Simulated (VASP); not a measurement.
AlN:

```
Al N
1.0
     0.00000    2.14118    2.14118
     2.14118    0.00000    2.14118
     2.14118    2.14118    0.00000
Al N
1 1
Cartesian
  0.0000 0.0000 0.0000
  1.0706 1.0706 1.0706
```

This cell differs from its parent crystal: strain -2.0%.

Base run:

- Program: VASP 6.6.1
- Functional: r2SCAN
- Potentials or basis: VASP PAW PBE potentials, release 64 (Al, N)
- Cutoff: 520 eV
- k mesh: 10 × 10 × 10
- Occupations: gaussian, width 0.01 eV
- Spin: no spin polarisation

Its results: band gap on the k mesh 3.98 eV, indirect (least direct gap 5.46 eV); pressure 14.0 GPa.

Question: The run is repeated on the same cell with these changes: functional from r2SCAN to PBE; occupations from gaussian, width 0.01 eV to fermi-dirac, width 0.02 eV. What comes out?

Answer: Band gap on the k mesh 3.35 eV, indirect (least direct gap 4.73 eV); pressure 18.7 GPa.

Caveats: the PAW data sets were made with another functional, which shifts forces and pressure a little (some runs).

A k mesh can miss the band edges.
